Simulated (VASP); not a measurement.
Runs of VASP 6.6.1 on HfN. The structure is that of space group F-43m (No. 216), or close to it. The cells are those of the table. 

| task | cell | cutoff (eV) | gap on the mesh (eV) | pressure (GPa) |
| --- | --- | --- | --- | --- |
| single point | a = 3.425 Å, angles 60.0°, 2 atoms | 520 | none | -2.2 |
| relaxation of cell and atoms | relaxed from a = 3.472 Å, angles 60.0°, 2 atoms | 600 | none | 0.0 |
| relaxation of cell and atoms | relaxed to 2 GPa from a = 3.472 Å, angles 60.0°, 2 atoms | 600 | none | 1.9 |
| relaxation of cell and atoms | relaxed to -2 GPa from a = 3.472 Å, angles 60.0°, 2 atoms | 600 | none | -2.2 |
| single point | a = 3.404 Å, angles 60.0°, 2 atoms | 520 | none | 1.9 |
| relaxation of cell and atoms | relaxed to 10 GPa from a = 3.472 Å, angles 60.0°, 2 atoms | 600 | none | 10.2 |
| single point | a = 3.366 Å, angles 60.0°, 2 atoms | 520 | none | 10.0 |
| relaxation of cell and atoms | relaxed to 5 GPa from a = 3.472 Å, angles 60.0°, 2 atoms | 600 | none | 4.9 |
| single point | a = 3.389 Å, angles 60.0°, 2 atoms | 520 | none | 4.9 |
| single point | a = 3.414 Å, angles 60.0°, 2 atoms | 520 | none | (a) |

Alike in all rows: level LDA; potentials or basis VASP PAW LDA potentials, release 64 (Hf_pv, N); no spin polarisation; k mesh 11 × 11 × 11; smearing methfessel-paxton 0.05 eV.

Problem. Estimate the missing entries.

Solution. (a) -0.2.

Caveats: spin-orbit coupling is left out, which moves the levels of the heavy elements; the cell is relaxed towards a set pressure, so the enthalpy falls and the energy may rise (some runs).

A k mesh can miss the band edges, and the runs leave out spin-orbit coupling on Hf.

A gap of «none» marks levels without a gap at the run's occupations.
